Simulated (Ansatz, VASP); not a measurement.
**Two plane-wave programs on HfC**

```xyz
2
Lattice="0.1525 2.3250 2.3250 2.4775 0.0000 2.4775 2.3250 2.3250 0.1525" Properties=species:S:1:pos:R:3 pbc="T T T"
Hf    2.4775    2.3250    2.4775
C     0.0000    0.0000    0.0000
```

Change from the starting cell: strain +0.1312 x Voigt [0, 0, 0, 0, 1, 0], atoms carried along.

Alike in both runs: task single point; functional PBEsol; k mesh 18 × 18 × 18; occupations gaussian, width 0.15 eV; no spin polarisation.

```csv
,VASP,Ansatz
version,VASP 6.6.1,Ansatz 0.2.0
potentials or method,"VASP PAW PBE potentials, release 64 (Hf_pv, C), cutoff 520 eV","scalar-relativistic, plane waves, PAW"
valence electrons in the cell,14,30
```

Ansatz gave:

- gap on the k mesh at the Fermi level (eV): none
- pressure (GPa): -5.5
- traceless stress, the component that is largest in VASP (GPa): -21.79

What did VASP give for the same quantities?

gap on the k mesh at the Fermi level (eV): none; pressure (GPa): -6.0; traceless stress, the component that is largest in VASP (GPa): -21.78.

VASP's potentials were made for PBE, not for PBEsol. A gap of «none» marks a metal or a gap that the smearing closes. The functional is the same, so the differences come from potentials, cutoffs and numerics. VASP's potentials hold 14 valence electrons a cell and Ansatz's 30, so a difference there can come from the potentials and not from the codes.

Neither program's run includes spin-orbit coupling.
